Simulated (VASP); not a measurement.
Here is a VASP 6.6.1 calculation.

POSCAR

```
Ge
1.0
    1.3761917650     -2.5615082600      0.0000000000
    1.3761917650      2.5615082600      0.0000000000
    0.0000000000      0.0000000000      2.6577575350
Ge
1
Direct
    0.5000000000      0.5000000000      0.0000000000
```

INCAR.step1

```
PREC     = Accurate       # precision mode
ENCUT    = 520            # plane-wave cutoff, eV
ISMEAR   = 0              # smearing method
SIGMA    = 0.15           # smearing width, eV
LREAL    = F              # projectors in reciprocal space
LASPH    = T              # aspherical terms in the spheres
NELM     = 80             # most SCF steps
NBANDS   = 13             # bands
GGA      = PE             # functional
ALGO     = Normal         # electronic algorithm
EDIFF    = 1E-4           # SCF threshold, eV
LWAVE    = T              # write WAVECAR
LCHARG   = F              # write CHGCAR
```

INCAR.step2

```
PREC     = Accurate       # precision mode
ENCUT    = 520            # plane-wave cutoff, eV
EDIFF    = 1E-6           # SCF threshold, eV
ISMEAR   = 0              # smearing method
SIGMA    = 0.15           # smearing width, eV
LREAL    = F              # projectors in reciprocal space
LASPH    = T              # aspherical terms in the spheres
NELM     = 80             # most SCF steps
ALGO     = Normal         # electronic algorithm
ISIF     = 2              # what is computed and relaxed
LWAVE    = F              # write WAVECAR
LCHARG   = F              # write CHGCAR
METAGGA  = R2SCAN         # meta-GGA
LMIXTAU  = T            
NBANDS   = 13             # bands
ISTART   = 1
```

KPOINTS

```
Automatic mesh
0
Gamma
  20 20 18
```

Potentials or basis: VASP PAW PBE potentials, release 64 (Ge_d).

Command:

```console
$ cat potpaw_PBE.64/Ge_d/POTCAR > POTCAR
$ cp INCAR.step1 INCAR
$ mpirun -np 1 vasp_std > vasp.out
$ cp INCAR.step2 INCAR
$ mpirun -np 1 vasp_std > vasp.out
```

(1) Predict the pressure.

(2) Estimate the band gap on the k mesh.

Results:

(1) -0.3 GPa.

(2) zero (bands 7 and 8 overlap by 10.61 eV).

Caveat: the cell differs from its parent crystal (strain -0.015 along x and y, -0.015 along z); the PAW data sets were made with another functional, which shifts forces and pressure a little.
